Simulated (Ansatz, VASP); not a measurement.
# Cu: VASP beside Ansatz

File POSCAR:

```
Cu
1.0
    0.0000000000      2.6927556979      2.6927556979
    2.6927556979      0.0000000000      2.6927556979
    2.6927556979      2.6927556979      0.0000000000
Cu
2
Direct
    0.1250000000      0.1250000000      0.1250000000
    0.8750000000      0.8750000000      0.8750000000
```

File INCAR.step1:

```
SYSTEM = Cu
PREC = Accurate ; ENCUT = 660
ISMEAR = -1 ; SIGMA = 0.1
LREAL = .False. ; LASPH = .True.
NELM = 120 ; NBANDS = 18
GGA = PE ; ALGO = Normal
EDIFF = 1E-5 ; LWAVE = .True.
LCHARG = .False. ; GGA_COMPAT = .False.
```

The input INCAR.step2:

```
SYSTEM = Cu
PREC = Accurate ; ENCUT = 660
EDIFF = 1E-6 ; ISMEAR = -1
SIGMA = 0.1 ; LREAL = .False.
LASPH = .True. ; NELM = 120
ALGO = Normal ; ISIF = 2
LWAVE = .False. ; LCHARG = .False.
METAGGA = R2SCAN ; LMIXTAU = .True.
NBANDS = 18 ; ISTART = 1
GGA_COMPAT = .False.
```

File KPOINTS:

```
Automatic mesh
0
Gamma
  12 12 12
  0 0 0
```

Input for Ansatz:

```yaml
crystal:
  lattice:
    - [0.0, 2.6927556979, 2.6927556979]
    - [2.6927556979, 0.0, 2.6927556979]
    - [2.6927556979, 2.6927556979, 0.0]
  atoms:
    - { symbol: Cu, position: [0.125, 0.125, 0.125] }
    - { symbol: Cu, position: [0.875, 0.875, 0.875] }
hamiltonian:
  xc: r2scan
  pseudopotentials:
    kind: paw
    azcp:
      Cu: "pseudopotentials/Cu.paw.azcp"
basis:
  ecutwfc: 500
  fft_grid_basis: typed
kpoints:
  mp_grid: { grid: [12, 12, 12], shift: [0, 0, 0] }
magnetization:
  spin_polarized: false
scf:
  occupations: { method: fermi_dirac, width: 0.1 }
  lower_state_search: "off"
output:
  stress: true
  write_density: true
  write_potential: true
  elf: true
  volumetric_format: npy
```

Alike in both runs: task single point; functional r2SCAN; k mesh 12 × 12 × 12; occupations fermi-dirac, width 0.1 eV; no spin polarisation.

|  | VASP | Ansatz |
| --- | --- | --- |
| version | VASP 6.6.1 | Ansatz 0.2.0 |
| potentials or method | VASP PAW PBE potentials, release 64 (Cu), cutoff 660 eV | plane waves (500 eV) with PAW, scalar-relativistic |
| valence electrons in the cell | 22 | 38 |

|  | VASP | Ansatz | Ansatz less VASP |
| --- | --- | --- | --- |
| pressure (GPa) | -3.9 | -4.2 | -0.26 |

VASP's potentials were made for PBE, not for r2SCAN. VASP's potentials hold 22 valence electrons a cell and Ansatz's 38, so a difference there can come from the potentials and not from the codes.
